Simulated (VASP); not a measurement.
A run of VASP 6.6.1 is set up as follows.

Contents of INCAR:

```
  PREC = Accurate
  ENCUT = 600
  EDIFF = 1E-6
  ISMEAR = 0
  SIGMA = 0.02
  LREAL = F
  LASPH = T
  NELM = 100
  ALGO = Normal
  ISIF = 3
  LWAVE = F
  LCHARG = F
  GGA = PE
  IBRION = 2
  NSW = 100
  EDIFFG = -0.01
```

Contents of KPOINTS:

```
regular mesh
0
Gamma
  6 6 4
```

Contents of POSCAR:

```
CdF2
1.0
    3.8524944417      0.0000000000      0.0000000000
    0.0000000000      3.8524944417      0.0000000000
    0.0000000000      0.0000000000      5.5599671426
Cd F
1 2
Direct
    0.0000000000      0.0000000000      0.0000000000
    0.5000000000      0.0000000000      0.1712881996
    0.0000000000      0.5000000000      0.8287118004
```

Potentials or basis: VASP PAW PBE potentials, release 64 (Cd, F).

The run is started by

```sh
$ cat potpaw_PBE.64/Cd/POTCAR potpaw_PBE.64/F/POTCAR > POTCAR
$ mpirun -np 1 vasp_std > vasp.out
```

**Question.** Predict the space group after relaxing (to 0.1 Å).

**Answer.** P-4m2 (No. 115).

**Question.** What does it give for the band gap on the k mesh?

**Answer.** 2.48 eV (least direct gap 2.65 eV).

Final structure:
```
Cd F
1.0
     3.77378    0.00000    0.00000
     0.00000    3.77378    0.00000
     0.00000    0.00000    3.26344
Cd F
1 2
Direct
  0.00000 0.00000 0.00000
  0.50000 0.00000 0.34503
  0.00000 0.50000 0.65497
```

Caveat: the cell differs from its parent crystal (atoms taken out). A k mesh can miss the band edges.
